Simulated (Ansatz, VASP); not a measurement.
## AlV2C in VASP and in Ansatz

```
CELL_PARAMETERS angstrom
2.88760 0.00000 0.00000
-1.44380 2.50073 0.00000
0.00000 0.00000 12.84273
ATOMIC_POSITIONS crystal
V 0.33333 0.66667 0.91362
V 0.66667 0.33333 0.08638
V 0.66667 0.33333 0.41362
V 0.33333 0.66667 0.58638
Al 0.66667 0.33333 0.75000
Al 0.33333 0.66667 0.25000
C 0.00000 0.00000 0.50000
C 0.00000 0.00000 0.00000
```

Alike in both runs: functional PBEsol; k mesh 9 × 9 × 2; occupations fermi-dirac, width 0.05 eV; collinear spin.

|  | VASP | Ansatz |
| --- | --- | --- |
| version | VASP 6.6.1 | Ansatz 0.2.0 |
| potentials or method | VASP PAW PBE potentials, release 64 (V_sv, Al, C) | Ansatz PAW |
| plane-wave cutoff (eV) | 520 | 420 |
| valence electrons in the cell | 66 | 66 |
| task | single point | band structure |

```csv
,VASP,Ansatz,Ansatz less VASP
gap on the k mesh at the Fermi level (eV),none,none,-
pressure (GPa),1.0,0.6,-0.38
"traceless stress, the component that is largest in VASP (GPa)",2.42,2.42,+0.003
rms of the force components (eV/Å),0.142,0.156,+0.0141
net moment per atom (μB),0.00,0.00,0.000
```

VASP's potentials were made for PBE, not for PBEsol. Atom by atom the forces differ by 0.014 eV/Å (rms over components). A gap of «none» marks a metal or a gap that the smearing closes.
